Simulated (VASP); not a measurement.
Wanted: the native input for a VASP 6.6.1 run.

```yaml
Task: single point
Functional: PBE
Potentials_or_basis: VASP PAW PBE potentials, release 64 (Ta_pv, Te)
Cutoff: 520 eV
k_mesh: 8 × 8 × 8
Occupations: fermi-dirac, width 0.05 eV
Spin: no spin polarisation
Dipole_correction: no
Further_INCAR_settings: ALGO = Normal; EDIFF = 1e-06; NBANDS = 16
```

The structure of TaTe lies in POSCAR:

```
TaTe
1.0
    3.4200900000      0.0000000000      0.0000000000
    0.0000000000      3.4200900000      0.0000000000
    0.0000000000      0.0000000000      3.4200900000
Ta Te
1 1
Direct
    0.5000000000      0.5000000000      0.5000000000
    0.0000000000      0.0000000000      0.0000000000
```

One way to write it, as run:

INCAR

```
  ALGO = Normal
  EDIFF = 1E-6
  ENCUT = 520
  GGA = PE
  ISIF = 2
  ISMEAR = -1
  LASPH = T
  LCHARG = F
  LREAL = F
  LWAVE = F
  NBANDS = 16
  NELM = 60
  PREC = Accurate
  SIGMA = 0.05
```

KPOINTS

```
k-points
0
Gamma
  8 8 8
```

Potentials or basis: VASP PAW PBE potentials, release 64 (Ta_pv, Te).

The run is started by

```sh
$ cat potpaw_PBE.64/Ta_pv/POTCAR potpaw_PBE.64/Te/POTCAR > POTCAR
$ mpirun -np 1 vasp_std > vasp.out
```

It gave:

- Pressure: 0.1 GPa

Run time: 14 s on 1 thread of AMD EPYC 9R14 (Zen 4), on a shared host, peak memory 0.14 GiB.
